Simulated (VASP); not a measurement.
Runs of VASP 6.6.1 on Ge. The structure is that of space group Fd-3m (No. 227), or close to it. The cells are those of the table. 

```csv
task,level,spin,cell,k mesh,cutoff (eV),smearing,gap on the mesh (eV),pressure (GPa)
relaxation of cell and atoms,PBEsol,off,"relaxed to 10 GPa from a = 4.001 Å, angles 60.0°, 2 atoms",8 × 8 × 8,600,fermi-dirac 0.05 eV,0.34,10.0
single point,PBE,off,"a = 4.079 Å, angles 60.0°, 2 atoms",8 × 8 × 8,520,fermi-dirac 0.05 eV,none,-0.3
single point,PBE,off,"a = 4.001 Å, angles 60.0°, 2 atoms",8 × 8 × 8,520,fermi-dirac 0.05 eV,none,(b)
single point,PBEsol,off,"a = 4.001 Å, angles 60.0°, 2 atoms",5 × 5 × 5,500,fermi-dirac 0.03 eV,none,0.7
single point,PBE,off,"a = 4.021, b = 4.021, c = 4.001 Å, angles 60.2, 60.2, 59.7°, 2 atoms",7 × 7 × 7,520,fermi-dirac 0.05 eV,none,2.9
single point,PBEsol,off,"a = 3.767 Å, angles 60.0°, 2 atoms",8 × 8 × 8,520,fermi-dirac 0.05 eV,0.21,19.9
single point,RPBE,"collinear, antiferromagnetic start","a = 4.053 Å, angles 60.0°, 2 atoms",8 × 8 × 8,520,fermi-dirac 0.05 eV,none,2.5
single point,revPBE,off,"a = 4.001 Å, angles 60.0°, 2 atoms",5 × 5 × 5,520,fermi-dirac 0.05 eV,0.12,4.9
single point,r2SCAN,off,"a = 4.001 Å, angles 60.0°, 2 atoms",8 × 8 × 8,520,fermi-dirac 0.05 eV,0.40,0.7
single point,RPBE,off,"a = 4.079 Å, angles 60.0°, 2 atoms",8 × 8 × 8,520,fermi-dirac 0.05 eV,none,1.3
single point,revPBE+D4,off,"a = 3.974 Å, angles 60.0°, 2 atoms",8 × 8 × 8,520,fermi-dirac 0.05 eV,0.31,(a)
```

Alike in all rows: potentials or basis VASP PAW PBE potentials, release 64 (Ge_d).

Task: Fill in the values left out.

Result: (a) 2.2; (b) 3.7.

Caveats: some runs use coarse meshes; the PAW data sets were made with another functional, which shifts forces and pressure a little (some runs); the cell is relaxed towards a set pressure, so the enthalpy falls and the energy may rise (some runs).

A k mesh can miss the band edges, and the runs leave out spin-orbit coupling on Ge.

A gap of «none» marks levels without a gap at the run's occupations.
